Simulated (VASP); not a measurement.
# CO2 (Pbcn) in VASP: a series of runs

CO2 is run at these levels: PBE; tasks: electric field gradients.

Program: VASP 6.6.1. These are calculated values, not measurements. Logs are shortened: lines on timing, memory, paths and dates and some standing lists are left out, and cuts for length are marked.

## (1) The cell of the first run

It takes space group Pbcn (No. 60, orthorhombic). The conventional cell has a = 4.785 Å, b = 6.316 Å, c = 5.679 Å, α = 90.00°, β = 90.00°, γ = 90.00°. C (site symmetry 2) has 2 O at 1.17 Å within 1.6 Å. O (site symmetry 1) has 1 C at 1.17 Å within 1.6 Å.

## (2) Electric field gradients, PBE

File INCAR:

```
PREC = Accurate ; ENCUT = 520
EDIFF = 1E-8 ; ISMEAR = -1
SIGMA = 0.02 ; LREAL = F
LASPH = T ; NELM = 60
ALGO = Normal ; ISIF = 2
LWAVE = F ; LCHARG = F
GGA = PE ; LEFG = T
NBANDS = 44
```

File KPOINTS:

```
regular mesh
0
Gamma
  5 4 4
```

File POSCAR:

```
CO2
1.0
    4.7845453300      0.0000000000      0.0000000000
    0.0000000000      6.3155396400      0.0000000000
    0.0000000000      0.0000000000      5.6788908400
C O
4 8
Direct
    0.5000000000      0.8529985200      0.7500000000
    0.0000000000      0.3529985200      0.7500000000
    0.0000000000      0.6470014800      0.2500000000
    0.5000000000      0.1470014800      0.2500000000
    0.7009711200      0.1463284600      0.1335830200
    0.2990288800      0.1463284600      0.3664169800
    0.7990288800      0.6463284600      0.1335830200
    0.2009711200      0.3536715400      0.8664169800
    0.2009711200      0.6463284600      0.3664169800
    0.7990288800      0.3536715400      0.6335830200
    0.7009711200      0.8536715400      0.6335830200
    0.2990288800      0.8536715400      0.8664169800
```

Potentials or basis: VASP PAW PBE potentials, release 64 (C, O).

Started as:

```bash
cat potpaw_PBE.64/C/POTCAR potpaw_PBE.64/O/POTCAR > POTCAR
mpirun -np 1 vasp_std > vasp.out
```

OUTCAR:

```text
PREC = Accurate
   ENCUT = 520
   EDIFF = 1E-8
   ISMEAR = -1
   LREAL = F
   LASPH = T
   NELM = 60
   ISIF = 2
   GGA = PE

 ion  position               nearest neighbor table
   1  0.500  0.853  0.750-  11 1.17  12 1.17
   2  0.000  0.353  0.750-   8 1.17  10 1.17
   3  0.000  0.647  0.250-   7 1.17   9 1.17
   4  0.500  0.147  0.250-   5 1.17   6 1.17
   5  0.701  0.146  0.134-   4 1.17
   6  0.299  0.146  0.366-   4 1.17
   7  0.799  0.646  0.134-   3 1.17
   8  0.201  0.354  0.866-   2 1.17
   9  0.201  0.646  0.366-   3 1.17
  10  0.799  0.354  0.634-   2 1.17
  11  0.701  0.854  0.634-   1 1.17
  12  0.299  0.854  0.866-   1 1.17

  LATTYP: Found a simple orthorhombic cell.
 ALAT       =     4.7845453300
 B/A-ratio  =     1.1869238242
 C/A-ratio  =     1.3199874187

  Lattice vectors:

 A1 = (  -4.7845453300,   0.0000000000,   0.0000000000)
 A2 = (   0.0000000000,   0.0000000000,   5.6788908400)
 A3 = (   0.0000000000,   6.3155396400,   0.0000000000)

Analysis of symmetry for initial positions (statically):
=====================================================================
 Subroutine PRICEL returns:
 Original cell was already a primitive cell.

 Routine SETGRP: Setting up the symmetry group for a
 simple orthorhombic supercell.

 Subroutine GETGRP returns: Found  8 space group operations
 (whereof  2 operations were pure point group operations)
 out of a pool of  8 trial point group operations.

The static configuration has the point symmetry S_2 .
 The point group associated with its full space group is D_2h.

Analysis of symmetry for dynamics (positions and initial velocities):
=====================================================================
 Subroutine PRICEL returns:
 Original cell was already a primitive cell.

 Routine SETGRP: Setting up the symmetry group for a
 simple orthorhombic supercell.

 Subroutine GETGRP returns: Found  8 space group operations
 (whereof  2 operations were pure point group operations)
 out of a pool of  8 trial point group operations.

The dynamic configuration has the point symmetry S_2 .
 The point group associated with its full space group is D_2h.

 Subroutine INISYM returns: Found  8 space group operations
 (whereof  2 operations are pure point group operations),
 and found     1 'primitive' translations

----------------------------------------------------------------------------------------

                                     Primitive cell

  volume of cell :     171.5990

  direct lattice vectors                    reciprocal lattice vectors
     4.784545330  0.000000000  0.000000000     0.209006276  0.000000000  0.000000000
     0.000000000  6.315539640  0.000000000     0.000000000  0.158339597  0.000000000
     0.000000000  0.000000000  5.678890840     0.000000000  0.000000000  0.176090724

  length of vectors
     4.784545330  6.315539640  5.678890840     0.209006276  0.158339597  0.176090724

  position of ions in fractional coordinates (direct lattice)
     0.500000000  0.852998520  0.750000000
     0.000000000  0.352998520  0.750000000
     0.000000000  0.647001480  0.250000000
     0.500000000  0.147001480  0.250000000
     0.700971120  0.146328460  0.133583020
     0.299028880  0.146328460  0.366416980
     0.799028880  0.646328460  0.133583020
     0.200971120  0.353671540  0.866416980
     0.200971120  0.646328460  0.366416980
     0.799028880  0.353671540  0.633583020
     0.700971120  0.853671540  0.633583020
     0.299028880  0.853671540  0.866416980

  ion indices of the primitive-cell ions
   primitive index   ion index
                 1           1
                 2           2
                 3           3
                 4           4
                 5           5
[... 99 lines left out ...]
     AMIX_MAG =   1.60;   BMIX_MAG =  1.00
  volume/ion in A,a.u.               =      14.30        96.50
  Fermi-wavevector in a.u.,A,eV,Ry     =   1.178410  2.226873 18.893748  1.388651
  Thomas-Fermi vector in A             =   2.314740
   LORBIT       =      0    0 simple, 1 ext, 2 COOP (PROOUT), +10 PAW based schemes
   GGA     = PE    functional components
   LHFCALC =     F    Hartree Fock is set to
   AEXX    =    0.0000 exact exchange contribution
   IVDW    =     0    specifies the selected vdW correction
   LEPSILON=     F    determine dielectric tensor
   LRPA    =     F    only Hartree local field effects (RPA)
 non-spin polarized calculation
  energy-cutoff  :      520.00
  volume of cell :      171.60
 maximum number of plane-waves:      4658
 NGX is ok and might be reduce to    36
   NGX = 17   NGY = 23   NGZ = 21

 number of electron      64.0000008 magnetization

 Free energy of the ion-electron system (eV)
  ---------------------------------------------------
  ext. energy  EPLUGINS =         0.00000000
  ---------------------------------------------------
  free energy    TOTEN  =       -91.91187543 eV

  energy without entropy =      -91.91187543  energy(sigma->0) =      -91.91187543

 E-fermi :  -2.9017     XC(G=0):  -7.9981

 val. band max:       -3.3605419115   @ k =   0.0000   0.0000   0.2500
 cond. band min:       3.2976600715   @ k =   0.0000   0.0000   0.0000
 fundamental gap:      6.6582019830
 Fermi energy:        -2.9016556658

 k-point     1 :       0.0000    0.0000    0.0000
  band No.  band energies     occupation
      1     -24.1502      2.00000
      2     -23.9372      2.00000
      3     -23.9280      2.00000
      4     -23.8628      2.00000
      5     -22.9944      2.00000
      6     -22.9638      2.00000
[... 1117 lines left out ...]
     43       6.6688      0.00000
     44       6.6688      0.00000

 [... further k-points ...]

------------------------ aborting loop because EDIFF is reached ----------------------------------------

  FORCE on cell =-STRESS in cart. coord.  units (eV):
  Direction    XX          YY          ZZ          XY          YZ          ZX
  --------------------------------------------------------------------------------------
  -------------------------------------------------------------------------------------
  Total        6.6834977      1.7293351      4.3374485      0.0000000      0.0000000      0.0000000
  in kB       62.4021747     16.1463766     40.4976904      0.0000000      0.0000000      0.0000000
  external PRESSURE =      39.6820806 kB  Pullay stress =       0.0000000 kB

 VOLUME and BASIS-vectors are now :
 -----------------------------------------------------------------------------
  energy-cutoff  :      520.00
  volume of cell :      171.60
      direct lattice vectors                 reciprocal lattice vectors
     4.784545330  0.000000000  0.000000000     0.209006276  0.000000000  0.000000000
     0.000000000  6.315539640  0.000000000     0.000000000  0.158339597  0.000000000
     0.000000000  0.000000000  5.678890840     0.000000000  0.000000000  0.176090724

 POSITION                                       TOTAL-FORCE (eV/Angst)
 -----------------------------------------------------------------------------------
      2.39227      5.38715      4.25917         0.000000     -0.022858      0.000000
      0.00000      2.22938      4.25917         0.000000     -0.022858      0.000000
      0.00000      4.08616      1.41972        -0.000000      0.022858      0.000000
      2.39227      0.92839      1.41972        -0.000000      0.022858      0.000000
      3.35383      0.92414      0.75860         0.662905     -0.008407     -0.426187
      1.43072      0.92414      2.08084        -0.662905     -0.008407      0.426187
      3.82299      4.08191      0.75860        -0.662905     -0.008407     -0.426187
      0.96156      2.23363      4.92029         0.662905      0.008407      0.426187
      0.96156      4.08191      2.08084         0.662905     -0.008407      0.426187
      3.82299      2.23363      3.59805        -0.662905      0.008407     -0.426187
      3.35383      5.39140      3.59805         0.662905      0.008407     -0.426187
      1.43072      5.39140      4.92029        -0.662905      0.008407      0.426187
 -----------------------------------------------------------------------------------
    total drift:                                0.000000      0.000000     -0.000000

  FREE ENERGIE OF THE ION-ELECTRON SYSTEM (eV)
  ---------------------------------------------------
  free  energy   TOTEN  =       -91.9118754280 eV

  energy  without entropy=      -91.9118754280  energy(sigma->0) =      -91.91187543

 Electric field gradients (V/A^2)
---------------------------------------------------------------------
 ion       V_xx      V_yy      V_zz      V_xy      V_xz      V_yz
---------------------------------------------------------------------
   1     -25.534    25.064     0.470     0.000    35.061     0.000
   2     -25.534    25.064     0.470    -0.000   -35.061     0.000
   3     -25.534    25.064     0.470     0.000   -35.061     0.000
   4     -25.534    25.064     0.470    -0.000    35.061    -0.000
   5      33.905   -32.579    -1.325    -0.774   -48.091     0.339
   6      33.905   -32.579    -1.325     0.774   -48.091    -0.339
   7      33.905   -32.579    -1.325     0.774    48.091     0.339
   8      33.905   -32.579    -1.325     0.774    48.091     0.339
   9      33.905   -32.579    -1.325    -0.774    48.091    -0.339
  10      33.905   -32.579    -1.325    -0.774    48.091    -0.339
  11      33.905   -32.579    -1.325     0.774   -48.091    -0.339
  12      33.905   -32.579    -1.325    -0.774   -48.091     0.339
---------------------------------------------------------------------

 Electric field gradients after diagonalization (V/A^2)
 (convention: |V_zz| > |V_xx| > |V_yy|)
----------------------------------------------------------------------
 ion       V_xx      V_yy      V_zz     asymmetry (V_yy - V_xx)/ V_zz
----------------------------------------------------------------------
   1      25.064    24.862   -49.926       0.004
   2      25.064    24.862   -49.926       0.004
   3      25.064    24.862   -49.926       0.004
   4      25.064    24.862   -49.926       0.004
   5     -34.938   -32.575    67.512       0.035
   6     -34.938   -32.575    67.512       0.035
   7     -34.938   -32.575    67.512       0.035
   8     -34.938   -32.575    67.512       0.035
   9     -34.938   -32.575    67.512       0.035
  10     -34.938   -32.575    67.512       0.035
  11     -34.938   -32.575    67.512       0.035
  12     -34.938   -32.575    67.512       0.035
----------------------------------------------------------------------

           NMR quadrupolar parameters

 Cq : quadrupolar parameter    Cq=e*Q*V_zz/h
 eta: asymmetry parameters     (V_yy - V_xx)/ V_zz
 Q  : nuclear electric quadrupole moment in mb (millibarn)
----------------------------------------------------------------------
 ion       Cq(MHz)       eta       Q (mb)
----------------------------------------------------------------------
   1      -0.121       0.004       1.000
   2      -0.121       0.004       1.000
   3      -0.121       0.004       1.000
   4      -0.121       0.004       1.000
   5       0.163       0.035       1.000
   6       0.163       0.035       1.000
   7       0.163       0.035       1.000
   8       0.163       0.035       1.000
   9       0.163       0.035       1.000
  10       0.163       0.035       1.000
  11       0.163       0.035       1.000
  12       0.163       0.035       1.000
----------------------------------------------------------------------
```

It took 2.3 min on 1 thread of Intel Xeon 6975P-C (Granite Rapids), shared host; peak memory 0.3 GiB.

Results:

| Quantity | Value |
| --- | --- |
| Free energy | -91.9119 eV |
| Pressure | 4.0 GPa |
| Largest force | 0.788 eV/Å |
| Band gap on the k mesh | 6.66 eV (least direct gap 6.66 eV) |
| Largest electric field gradient by atom | C -49.9; O +67.5 V/Å² |

Forces in eV/Å, atoms in the order of the input:
```
C    0.000 -0.023  0.000
C    0.000 -0.023  0.000
C    0.000  0.023  0.000
C    0.000  0.023  0.000
O    0.663 -0.008 -0.426
O   -0.663 -0.008  0.426
O   -0.663 -0.008 -0.426
O    0.663  0.008  0.426
O    0.663 -0.008  0.426
O   -0.663  0.008 -0.426
O    0.663  0.008 -0.426
O   -0.663  0.008  0.426
```

Stress tensor (GPa, compression positive):
```
6.24 0.00 0.00
0.00 1.61 0.00
0.00 0.00 4.05
```

Electric field gradients, principal values (V/Å²):
```tsv
atom	least	middle	greatest (by size)
1 C	24.862	25.064	-49.926
2 C	24.862	25.064	-49.926
3 C	24.862	25.064	-49.926
4 C	24.862	25.064	-49.926
5 O	-32.575	-34.938	67.512
6 O	-32.575	-34.938	67.512
7 O	-32.575	-34.938	67.512
8 O	-32.575	-34.938	67.512
9 O	-32.575	-34.938	67.512
10 O	-32.575	-34.938	67.512
11 O	-32.575	-34.938	67.512
12 O	-32.575	-34.938	67.512
```

Caveat: the cell stands under pressure; this functional lacks dispersion, which holds the molecules together, so the pressure and a relaxed volume are unreliable; without QUAD_EFG the Cq values of the log hold for a quadrupole moment of 1 mb, not for the nuclei.

(Continued in part 2 of 2.)
